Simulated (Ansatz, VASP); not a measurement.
# Two plane-wave programs on Re

```
CELL_PARAMETERS angstrom
-1.82482 1.49924 1.33770
1.49924 -1.82482 1.33770
3.37808 3.37808 -1.93400
ATOMIC_POSITIONS crystal
Re 0.95833 0.04167 0.00000
Re 0.79167 0.20833 0.50000
```

Alike in both runs: task single point; functional PBEsol; k mesh 17 × 17 × 8; occupations fermi-dirac, width 0.1 eV; no spin polarisation.

|  | VASP | Ansatz |
| --- | --- | --- |
| version | VASP 6.6.1 | Ansatz 0.2.0 |
| potentials or method | VASP PAW PBE potentials, release 64 (Re), cutoff 520 eV | plane waves (420 eV) with PAW, scalar-relativistic |
| valence electrons in the cell | 14 | 30 |

Ansatz gave:

| Property | Result |
| --- | --- |
| pressure (GPa) | 17.5 |
| traceless stress, the component that is largest in VASP (GPa) | -0.15 |

Question: What did VASP give for the same quantities?

Answer: Pressure (GPa): 18.0; traceless stress, the component that is largest in VASP (GPa): -0.11.

VASP's potentials were made for PBE, not for PBEsol, and Ansatz warns of the same on its side. VASP's potentials hold 14 valence electrons a cell and Ansatz's 30, so a difference there can come from the potentials and not from the codes.

Spin-orbit coupling is off throughout.
